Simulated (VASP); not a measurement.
# V: single point with r2SCAN

The system is V.

```
V
1.0
    -1.49177    1.49177    1.49177
     1.49177   -1.49177    1.49177
     1.49177    1.49177   -1.49177
V
1
Direct
  0.00000 0.00000 0.00000
```

```
Program             : VASP 6.6.1
Task                : single point
Functional          : r2SCAN
Potentials or basis : VASP PAW PBE potentials, release 64 (V_sv)
Cutoff              : 520 eV
k mesh              : 15 × 15 × 15
Occupations         : fermi-dirac, width 0.1 eV
Spin                : no spin polarisation
```

The pressure is 0.7 GPa.

Levels at points of the mesh, in eV from the Fermi level:
```tsv
k point	band 2	band 3	band 4	band 5	band 6	band 7	band 8	band 9	band 10	band 11
(0.00, 0.00, 0.00)	-38.45	-38.45	-38.45	-7.12	0.47	0.47	0.47	2.69	2.69	21.33
```

Run time: 42 s on 1 thread of Intel(R) Xeon(R) Platinum 8375C CPU @ 2.90GHz (Ice Lake) (shared host), peak memory 0.14 GiB.

Caveat: the PAW data sets were made with another functional, which shifts forces and pressure a little.
